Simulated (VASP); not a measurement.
# TiO2 (P2_1/c) in VASP: further runs, part 2 of 2

VASP 6.6.1. Earlier steps stand in the parts before.

## (3) Single point, PBEsol

INCAR

```
ALGO = Normal
EDIFF = 1E-6
ENCUT = 520
GGA = PS
ISIF = 2
ISMEAR = -1
LASPH = True
LCHARG = False
LREAL = False
LWAVE = False
NBANDS = 60
NELM = 80
PREC = Accurate
SIGMA = 0.05
```

KPOINTS

```
k-points
0
Gamma
  6 6 6
```

POSCAR

```
TiO2
1.0
    4.8126997814      0.0000000000      0.0000000000
    0.0000000000      4.8718844600      0.0000000000
   -0.8628854487      0.0000000000      4.9665942755
Ti O
4 8
Direct
    0.2774352600      0.0528083600      0.2131482700
    0.7225647400      0.5528083600      0.2868517300
    0.7225647400      0.9471916400      0.7868517300
    0.2774352600      0.4471916400      0.7131482700
    0.0638382200      0.1769655200      0.8515567400
    0.9361617800      0.6769655200      0.6484432600
    0.9361617800      0.8230344800      0.1484432600
    0.0638382200      0.3230344800      0.3515567400
    0.4453609900      0.7576317400      0.4667718600
    0.5546390100      0.2576317400      0.0332281400
    0.5546390100      0.2423682600      0.5332281400
    0.4453609900      0.7423682600      0.9667718600
```

Potentials or basis: VASP PAW PBE potentials, release 64 (Ti_sv, O).

Launch:

```bash
cat potpaw_PBE.64/Ti_sv/POTCAR potpaw_PBE.64/O/POTCAR > POTCAR
mpirun -np 1 vasp_std > vasp.out
```

OUTCAR:

```text
EDIFF = 1E-6
   ENCUT = 520
   GGA = PS
   ISIF = 2
   ISMEAR = -1
   LASPH = True
   LREAL = False
   NELM = 80
   PREC = Accurate

 ion  position               nearest neighbor table
   1  0.277  0.053  0.213-   8 1.88   7 1.97   9 2.00  10 2.00   5 2.03  11 2.12  12 2.20
   2  0.723  0.553  0.287-   7 1.88   8 1.97  10 2.00   9 2.00   6 2.03  12 2.12  11 2.20
   3  0.723  0.947  0.787-   6 1.88   5 1.97  11 2.00  12 2.00   7 2.03   9 2.12  10 2.20
   4  0.277  0.447  0.713-   5 1.88   6 1.97  12 2.00  11 2.00   8 2.03  10 2.12   9 2.20
   5  0.064  0.177  0.852-   4 1.88   3 1.97   1 2.03
   6  0.936  0.677  0.648-   3 1.88   4 1.97   2 2.03
   7  0.936  0.823  0.148-   2 1.88   1 1.97   3 2.03
   8  0.064  0.323  0.352-   1 1.88   2 1.97   4 2.03
   9  0.445  0.758  0.467-   1 2.00   2 2.00   3 2.12   4 2.20
  10  0.555  0.258  0.033-   2 2.00   1 2.00   4 2.12   3 2.20
  11  0.555  0.242  0.533-   3 2.00   4 2.00   1 2.12   2 2.20
  12  0.445  0.742  0.967-   4 2.00   3 2.00   2 2.12   1 2.20

  LATTYP: Found a simple monoclinic cell.
 ALAT       =     4.8126997814
 B/A-ratio  =     1.0122976045
 C/A-ratio  =     1.0474359860
 COS(beta)  =    -0.1711736391

  Lattice vectors:

 A1 = (   4.8126997814,   0.0000000000,   0.0000000000)
 A2 = (   0.0000000000,   4.8718844600,   0.0000000000)
 A3 = (  -0.8628854487,   0.0000000000,   4.9665942755)

Analysis of symmetry for initial positions (statically):
=====================================================================
 Subroutine PRICEL returns:
 Original cell was already a primitive cell.

 Routine SETGRP: Setting up the symmetry group for a
 simple monoclinic supercell.

 Subroutine GETGRP returns: Found  4 space group operations
 (whereof  2 operations were pure point group operations)
 out of a pool of  4 trial point group operations.

The static configuration has the point symmetry S_2 .
 The point group associated with its full space group is C_2h.

Analysis of symmetry for dynamics (positions and initial velocities):
=====================================================================
 Subroutine PRICEL returns:
 Original cell was already a primitive cell.

 Routine SETGRP: Setting up the symmetry group for a
 simple monoclinic supercell.

 Subroutine GETGRP returns: Found  4 space group operations
 (whereof  2 operations were pure point group operations)
 out of a pool of  4 trial point group operations.

The dynamic configuration has the point symmetry S_2 .
 The point group associated with its full space group is C_2h.

 Subroutine INISYM returns: Found  4 space group operations
 (whereof  2 operations are pure point group operations),
 and found     1 'primitive' translations

----------------------------------------------------------------------------------------

                                     Primitive cell

  volume of cell :     116.4513

  direct lattice vectors                    reciprocal lattice vectors
     4.812699781  0.000000000  0.000000000     0.207783582  0.000000000  0.036099874
[... 68 lines left out ...]
  0.166667  0.166667 -0.000000      4.000000
[... 16 lines left out ...]
  0.000000  0.166667  0.166667      4.000000
  0.166667  0.166667  0.166667      4.000000
 [... further k-points ...]
   k-points           NKPTS =     80   k-points in BZ     NKDIM =     80   number of bands    NBANDS=     60
   number of dos      NEDOS =    301   number of ions     NIONS =     12
   total plane-waves  NPLWV =  51840
   dimension x,y,z NGX =    36 NGY =   36 NGZ =   40
   dimension x,y,z NGXF=    72 NGYF=   72 NGZF=   80
   ions per type =               4   8
   NGX,Y,Z   is equivalent  to a cutoff of  12.44, 12.28, 13.19 a.u.
   NGXF,Y,Z  is equivalent  to a cutoff of  24.87, 24.57, 26.38 a.u.
 SYSTEM =  unknown system
   PREC   = accura    normal or accurate (medium, high low for compatibility)
   ISTART =      0    job   : 0-new  1-cont  2-samecut
   ICHARG =      2    charge: 1-file 2-atom 10-const
   ISPIN  =      1    spin polarized calculation?
   LNONCOLLINEAR =      F non collinear calculations
   LSORBIT =      F    spin-orbit coupling
   LASPH  =      T    aspherical Exc in radial PAW
   ENCUT  =  520.0 eV  38.22 Ry    6.18 a.u.   8.95  9.06  9.37*2*pi/ulx,y,z
   NELM   =     80;   NELMIN=  2; NELMDL= -5     # of ELM steps
   EDIFF  = 0.1E-05   stopping-criterion for ELM
   LREAL  =      F    real-space projection
   EDIFFG = 0.1E-04   stopping-criterion for IOM
   NSW    =      0    number of steps for IOM
   IBRION =     -1    ionic relax: 0-MD 1-quasi-New 2-CG
   NFREE  =      0    steps in history (QN), initial steepest desc. (CG)
   ISIF   =      2    stress and relaxation
   ISYM   =      2    0-nonsym 1-usesym 2-fastsym
   POTIM  = 0.5000    time-step for ionic-motion
   TEBEG  =    0.0;   TEEND  =   0.0 temperature during run
   PSTRESS=    0.0 pullay stress
   NELECT =      96.0000    total number of electrons
   NUPDOWN=      -1.0000    fix difference up-down
   EMIN   =  10.00;   EMAX   =-10.00  energy-range for DOS
   EFERMI =   0.00;   METHOD = LEGACY
   ISMEAR =    -1;   SIGMA  =   0.05  broadening in eV -4-tet -1-fermi 0-gaus
   EFERMI_NEDOS =   21; number of points for ismear=-14 and -15
   IALGO  =     38    algorithm
   IMIX   =      4    mixing-type and parameters
     AMIX     =   0.40;   BMIX     =  1.00
     AMIX_MAG =   1.60;   BMIX_MAG =  1.00
  volume/ion in A,a.u.               =       9.70        65.49
  Fermi-wavevector in a.u.,A,eV,Ry     =   1.535031  2.900788 32.059674  2.356320
  Thomas-Fermi vector in A             =   2.641876
   LORBIT       =      0    0 simple, 1 ext, 2 COOP (PROOUT), +10 PAW based schemes
   GGA     = PS    functional components
   LHFCALC =     F    Hartree Fock is set to
   AEXX    =    0.0000 exact exchange contribution
   IVDW    =     0    specifies the selected vdW correction
   LEPSILON=     F    determine dielectric tensor
   LRPA    =     F    only Hartree local field effects (RPA)
 non-spin polarized calculation
  energy-cutoff  :      520.00
  volume of cell :      116.45
 maximum number of plane-waves:      3172
   NGX = 17   NGY = 19   NGZ = 19

 number of electron      95.9999990 magnetization

 Free energy of the ion-electron system (eV)
  ---------------------------------------------------
  ext. energy  EPLUGINS =         0.00000000
  ---------------------------------------------------
  free energy    TOTEN  =      -112.13022523 eV

  energy without entropy =     -112.13022523  energy(sigma->0) =     -112.13022523

 E-fermi :   6.6878     XC(G=0): -12.1508

 val. band max:        5.5435856203   @ k =   0.0000   0.0000   0.0000
 cond. band min:       7.7824465920   @ k =   0.5000   0.0000  -0.0000
 fundamental gap:      2.2388609717
 Fermi energy:         6.6878177480

 k-point     1 :       0.0000    0.0000    0.0000
  band No.  band energies     occupation
      1     -50.8753      2.00000
      2     -50.8378      2.00000
      3     -50.8368      2.00000
      4     -50.8350      2.00000
      5     -27.4225      2.00000
      6     -27.3948      2.00000
[... 1501 lines left out ...]
     59      10.0061      0.00000
     60      10.1424      0.00000

 [... further k-points ...]

------------------------ aborting loop because EDIFF is reached ----------------------------------------

  FORCE on cell =-STRESS in cart. coord.  units (eV):
  Direction    XX          YY          ZZ          XY          YZ          ZX
  --------------------------------------------------------------------------------------
  -------------------------------------------------------------------------------------
  Total       -2.2636721     -2.1325100     -2.1621742      0.0000000      0.0000000     -0.2757000
  in kB      -31.1443789    -29.3398046    -29.7479354      0.0000000      0.0000000     -3.7931755
  external PRESSURE =     -30.0773730 kB  Pullay stress =       0.0000000 kB

 VOLUME and BASIS-vectors are now :
 -----------------------------------------------------------------------------
  energy-cutoff  :      520.00
  volume of cell :      116.45
      direct lattice vectors                 reciprocal lattice vectors
     4.812699781  0.000000000  0.000000000     0.207783582  0.000000000  0.036099874
     0.000000000  4.871884460  0.000000000     0.000000000  0.205259383  0.000000000
    -0.862885449  0.000000000  4.966594276     0.000000000  0.000000000  0.201345217

 POSITION                                       TOTAL-FORCE (eV/Angst)
 -----------------------------------------------------------------------------------
      1.15129      0.25728      1.05862         0.014808      0.097155      0.061430
      3.22997      2.69322      1.42468        -0.014808      0.097155     -0.061430
      2.79852      4.61461      3.90797        -0.014808     -0.097155     -0.061430
      0.71985      2.17867      3.54192         0.014808     -0.097155      0.061430
     -0.42756      0.86216      4.22934         0.002872     -0.000929     -0.033596
      3.94593      3.29810      3.22055        -0.002872     -0.000929      0.033596
      4.37738      4.00973      0.73726        -0.002872      0.000929      0.033596
      0.00388      1.57379      1.74604         0.002872      0.000929     -0.033596
      1.74062      3.69109      2.31827         0.018626      0.021877     -0.000627
      2.64064      1.25515      0.16503        -0.018626      0.021877      0.000627
      2.20920      1.18079      2.64833        -0.018626     -0.021877      0.000627
      1.30918      3.61673      4.80156         0.018626     -0.021877     -0.000627
 -----------------------------------------------------------------------------------
    total drift:                               -0.000000      0.000000      0.000000

  FREE ENERGIE OF THE ION-ELECTRON SYSTEM (eV)
  ---------------------------------------------------
  free  energy   TOTEN  =      -112.1302252349 eV

  energy  without entropy=     -112.1302252348  energy(sigma->0) =     -112.13022523
```

It took 8.2 min on 1 thread of Intel Xeon Platinum 8175M at 2.50GHz (Skylake/Cascade Lake), shared host; peak memory 0.49 GiB.

Results:

```yaml
Free_energy: -112.1302 eV
Pressure: -3.0 GPa
Largest_force: 0.116 eV/Å
Band_gap_on_the_k_mesh: 2.24 eV (least direct gap 2.31 eV)
```

Forces in eV/Å, atoms in the order of the input:
```
Ti   0.015  0.097  0.061
Ti  -0.015  0.097 -0.061
Ti  -0.015 -0.097 -0.061
Ti   0.015 -0.097  0.061
O    0.003 -0.001 -0.034
O   -0.003 -0.001  0.034
O   -0.003  0.001  0.034
O    0.003  0.001 -0.034
O    0.019  0.022 -0.001
O   -0.019  0.022  0.001
O   -0.019 -0.022  0.001
O    0.019 -0.022 -0.001
```

Stress tensor (GPa, compression positive):
```
-3.11  0.00 -0.38
 0.00 -2.93  0.00
-0.38  0.00 -2.97
```

Caveat: the cell stands under tension; the PAW data sets were made with another functional, which shifts forces and pressure a little. A k mesh can miss the band edges.

## (4) Single point, PBE

This run uses another cell than the first one, of 9.96 Å³/atom.

INCAR

```
  PREC = Accurate
  ENCUT = 520
  EDIFF = 1E-6
  ISMEAR = -1
  SIGMA = 0.05
  LREAL = F
  LASPH = T
  NELM = 80
  ALGO = Normal
  ISIF = 2
  LWAVE = F
  LCHARG = F
  GGA = PE
  NBANDS = 60
```

KPOINTS

```
Automatic mesh
0
Gamma
  5 5 5
```

POSCAR

```
TiO2
1.0
    4.8546410469      0.0000000000     -0.0188788340
    0.0000000000      4.9046506068      0.0000000000
   -0.8898877598      0.0000000000      5.0255073455
Ti O
4 8
Direct
    0.2756721984      0.0581427085      0.2174511884
    0.7243278016      0.5581427085      0.2825488116
    0.7243278016      0.9418572915      0.7825488116
    0.2756721984      0.4418572915      0.7174511884
    0.0607792098      0.1812913509      0.8565544583
    0.9392207902      0.6812913509      0.6434455417
    0.9392207902      0.8187086491      0.1434455417
    0.0607792098      0.3187086491      0.3565544583
    0.4499802141      0.7586358276      0.4559960713
    0.5500197859      0.2586358276      0.0440039287
    0.5500197859      0.2413641724      0.5440039287
    0.4499802141      0.7413641724      0.9559960713
```

Launch:

```bash
cat potpaw_PBE.64/Ti_sv/POTCAR potpaw_PBE.64/O/POTCAR > POTCAR
mpirun -np 1 vasp_std > vasp.out
```

It took 5.9 min on 1 thread of Oxide Virtual Turin-like, shared host; peak memory 0.3 GiB.

Results (log left out):

- Free energy: -106.9754 eV
- Pressure: 0.8 GPa
- Largest force: 0.059 eV/Å
- Band gap on the k mesh: 2.35 eV (least direct gap 2.38 eV)

Forces on the atoms (eV/Å):
```
Ti   0.031 -0.048 -0.013
Ti  -0.031 -0.048  0.013
Ti  -0.031  0.048  0.013
Ti   0.031  0.048 -0.013
O   -0.032 -0.023  0.005
O    0.032 -0.023 -0.005
O    0.032  0.023 -0.005
O   -0.032  0.023  0.005
O   -0.029 -0.011  0.024
O    0.029 -0.011 -0.024
O    0.029  0.011 -0.024
O   -0.029  0.011  0.024
```

Stress tensor (GPa, compression positive):
```
 0.84  0.00 -0.01
 0.00  0.81  0.00
-0.01  0.00  0.74
```

Levels at points of the mesh, in eV from the valence-band top:
```csv
k point,band 44,band 45,band 46,band 47,band 48,band 49,band 50,band 51,band 52,band 53
"(0.00, 0.00, 0.00)",-0.99,-0.78,-0.61,-0.13,0.00,2.38,2.58,2.84,2.98,3.11
```

A k mesh can miss the band edges.

## (5) The runs side by side

```tsv
level	cell	k mesh	gap on the mesh (eV)	pressure (GPa)	largest force (eV/Å)
revPBE	a = 4.813, b = 4.872, c = 5.041 Å, angles 90.0, 99.9, 90.0°, 12 atoms, atomic positions A	6 × 6 × 6	2.31	8.9	0.11
PBEsol	a = 4.813, b = 4.872, c = 5.041 Å, angles 90.0, 99.9, 90.0°, 12 atoms, atomic positions A	6 × 6 × 6	2.24	-3.0	0.12
PBE	a = 4.855, b = 4.905, c = 5.104 Å, angles 90.0, 100.3, 90.0°, 12 atoms, atomic positions B	5 × 5 × 5	2.35	0.8	0.06
```

Alike in all rows: task single point; potentials or basis VASP PAW PBE potentials, release 64 (Ti_sv, O); no spin polarisation; cutoff (eV) 520; smearing fermi-dirac 0.05 eV.

Caveats: the PAW data sets were made with another functional, which shifts forces and pressure a little (at least some runs); the cell stands under pressure (at least some runs); the cell stands under tension (at least some runs).

Total energies depend on the potentials used, so only differences within one code and one set of settings carry meaning.
